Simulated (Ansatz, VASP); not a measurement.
## One calculation of InP, two programs

File INCAR:

```
  PREC = Accurate
  ENCUT = 520
  EDIFF = 1E-8
  ISMEAR = -1
  SIGMA = 0.03
  LREAL = F
  LASPH = T
  NELM = 80
  ALGO = Normal
  ISIF = 2
  LWAVE = F
  LCHARG = F
  GGA = PE
  LEFG = T
  NBANDS = 16
```

File KPOINTS:

```
Automatic mesh
0
Gamma
  11 11 11
```

POSCAR

```
InP
1.0
    0.0285500000      2.8692750000      2.8692750000
    2.8692750000      0.0285500000      2.8692750000
    2.8692750000      2.8692750000      0.0285500000
In P
1 1
Direct
    0.0000000000      0.0000000000      0.0000000000
    0.5000000000      0.5000000000      0.5000000000
```

Input for Ansatz:

```yaml
crystal:
  lattice:
    - [0.02855, 2.869275, 2.869275]
    - [2.869275, 0.02855, 2.869275]
    - [2.869275, 2.869275, 0.02855]
  atoms:
    - { symbol: In, position: [0.0, 0.0, 0.0] }
    - { symbol: P, position: [0.5, 0.5, 0.5] }
kpoints:
  mp_grid: { grid: [11, 11, 11] }
scf:
  occupations: { method: fermi_dirac, width: 0.03 }
hamiltonian:
  xc: pbe
  pseudopotentials: { kind: paw }
output:
  forces: true
  stress: true
  eigenvalues: true
  efg: { contact_densities: true }
  write_density: true
  write_potential: true
  elf: true
  volumetric_format: npy
```

Change from the starting cell: equal xy, yz and zx shear strains of +1 %, PAW files.

Alike in both runs: task electric field gradients; functional PBE; k mesh 11 × 11 × 11; occupations fermi-dirac, width 0.03 eV; no spin polarisation.

|  | VASP | Ansatz |
| --- | --- | --- |
| version | VASP 6.6.1 | Ansatz 0.2.0 |
| potentials or method | VASP PAW PBE potentials, release 64 (In_d, P) | PAW with Ansatz's default frozen-core files, scalar-relativistic |
| plane-wave cutoff (eV) | 520 | 420 |
| valence electrons in the cell | 18 | 18 |

Ansatz gave:

| Item | Value |
| --- | --- |
| pressure (GPa) | -5.4 |
| traceless stress, the component that is largest in VASP (GPa) | -0.30 |
| size of Vzz on the site where it differs most (V/Å²) | 4.4 |

Q: What did VASP give for the same quantities?

A: Pressure (GPa): -5.4; traceless stress, the component that is largest in VASP (GPa): -0.29; size of Vzz on the site where it differs most (V/Å²): 3.8.

With one functional, cell and mesh, what is left measures potentials, basis and numerics.
